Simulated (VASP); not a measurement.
Set up this calculation in VASP 6.6.1, as the native input.

| Quantity | Value |
| --- | --- |
| Task | single point |
| Functional | PBE |
| Potentials or basis | VASP PAW PBE potentials, release 64 (Bi_d, Se) |
| Cutoff | 500 eV |
| k mesh | 8 × 8 × 8 |
| Occupations | gaussian, width 0.05 eV |
| Spin | no spin polarisation |
| Dipole correction | no |
| Further INCAR settings | ALGO = Normal; EDIFF = 1e-06; NBANDS = 32 |

The structure of Bi2Se3 lies in POSCAR:

```
Bi2Se3
1.0
    2.0728848883      1.1967806482      9.5325831758
   -2.0728848883      1.1967806482      9.5325831758
    0.0000000000     -2.3935612965      9.5325831758
Bi Se
2 3
Direct
    0.4006851794      0.4006851794      0.4006851794
    0.5993148206      0.5993148206      0.5993148206
    0.0000000000      0.0000000000      0.0000000000
    0.2109664759      0.2109664759      0.2109664759
    0.7890335241      0.7890335241      0.7890335241
```

One way to write it, as run:

INCAR

```
SYSTEM = Bi2Se3
  PREC = Accurate
  ENCUT = 500
  EDIFF = 1E-6
  ISMEAR = 0
  SIGMA = 0.05
  LREAL = .FALSE.
  LASPH = .TRUE.
  NELM = 120
  ALGO = Normal
  ISIF = 2
  LWAVE = .FALSE.
  LCHARG = .FALSE.
  GGA = PE
  NBANDS = 32
  GGA_COMPAT = .FALSE.
```

KPOINTS

```
regular mesh
0
G
  8 8 8
  0 0 0
```

Potentials or basis: VASP PAW PBE potentials, release 64 (Bi_d, Se).

Command:

```bash
$ cat potpaw_PBE.64/Bi_d/POTCAR potpaw_PBE.64/Se/POTCAR > POTCAR
$ mpirun -np 1 vasp_std > vasp.out
```

Results of the run:

| Item | Value |
| --- | --- |
| Pressure | 2.2 GPa |
| Largest force | 0.012 eV/Å |
| Band gap on the k mesh | 0.19 eV |

Caveat: spin-orbit coupling is left out, which moves the levels of the heavy elements.

It took 34 min on 1 thread of Oxide Virtual Turin-like Processor, with other jobs on the host, peak memory 0.79 GiB.
